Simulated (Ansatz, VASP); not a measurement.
# WSe2 in VASP and in Ansatz

```
W Se
1.0
     3.28200    0.00000    0.00000
    -1.64100    2.84230    0.00000
     0.00000    0.00000   12.96000
W Se
2 4
Cartesian
  0.0000 1.8949 3.2400
  1.6410 0.9474 9.7200
  0.0000 1.8949 8.0641
  1.6410 0.9474 1.5841
  0.0000 1.8949 11.3759
  1.6410 0.9474 4.8959
```

Alike in both runs: functional LDA; k mesh 10 × 10 × 3; no spin polarisation.

Ansatz relaxed the structure, and its values are those at the end. VASP's run is a single point on that final structure, the one shown.

```csv
,VASP,Ansatz
version,VASP 6.6.1,Ansatz 0.2.0
potentials or method,"VASP PAW LDA potentials, release 64 (W_sv, Se)","scalar-relativistic, plane waves, PAW"
plane-wave cutoff (eV),500,420
occupations,"gaussian, width 0.01 eV",fixed
valence electrons in the cell,52,92
```

```csv
,VASP,Ansatz,Ansatz less VASP
gap on the k mesh at the Fermi level (eV),0.94,0.96,+0.012
least direct gap on the mesh (eV),1.79,1.78,-0.003
pressure (GPa),-1.1,-1.9,-0.72
rms of the force components (eV/Å),0.047,0.000,-0.0470
```

LDA's correlation is that of Perdew and Zunger in VASP and of Perdew and Wang (1992) in Ansatz. VASP's potentials hold 52 valence electrons a cell and Ansatz's 92, so a difference there can come from the potentials and not from the codes. Ansatz's warnings: stress scf threshold loose.

Spin-orbit coupling is off throughout.
